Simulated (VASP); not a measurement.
A run of VASP 6.6.1 is set up as follows.

Contents of INCAR:

```
SYSTEM = SrHfNbO6
PREC = Accurate
ENCUT = 520
EDIFF = 1E-6
ISMEAR = 0
SIGMA = 0.1
LREAL = .False.
LASPH = .True.
NELM = 100
ALGO = Normal
ISIF = 2
LWAVE = .False.
LCHARG = .False.
GGA = PE
IVDW = 12
NBANDS = 44
```

Contents of KPOINTS:

```
Automatic mesh
0
Gamma
  6 6 6
  0 0 0
```

Contents of POSCAR:

```
SrHfNbO6
1.0
    0.0000000000      4.0428375190      4.0428375190
    4.0428375190      0.0000000000      4.0428375190
    4.0428375190      4.0428375190      0.0000000000
Sr Hf Nb O
1 1 1 6
Direct
    0.2500000000      0.2500000000      0.2500000000
    0.0000000000      0.0000000000      0.0000000000
    0.5000000000      0.5000000000      0.5000000000
    0.7444803391      0.2555196609      0.2555196609
    0.2555196609      0.7444803391      0.7444803391
    0.7444803391      0.7444803391      0.2555196609
    0.2555196609      0.2555196609      0.7444803391
    0.2555196609      0.7444803391      0.2555196609
    0.7444803391      0.2555196609      0.7444803391
```

Potentials or basis: VASP PAW PBE potentials, release 64 (Sr_sv, Hf_pv, Nb_sv, O).

Launch:

```sh
$ cat potpaw_PBE.64/Sr_sv/POTCAR potpaw_PBE.64/Hf_pv/POTCAR potpaw_PBE.64/Nb_sv/POTCAR potpaw_PBE.64/O/POTCAR > POTCAR
$ mpirun -np 1 vasp_std > vasp.out
```

(1) What does it give for the pressure?

(2) Predict the largest force.

## Answers

(1) -0.9 GPa.

(2) 0.148 eV/Å.

Caveat: the cell differs from its parent crystal (atoms taken out, then relaxed in part); an odd number of electrons without spin polarisation forces a metal; a magnetic or distorted state may lie lower.
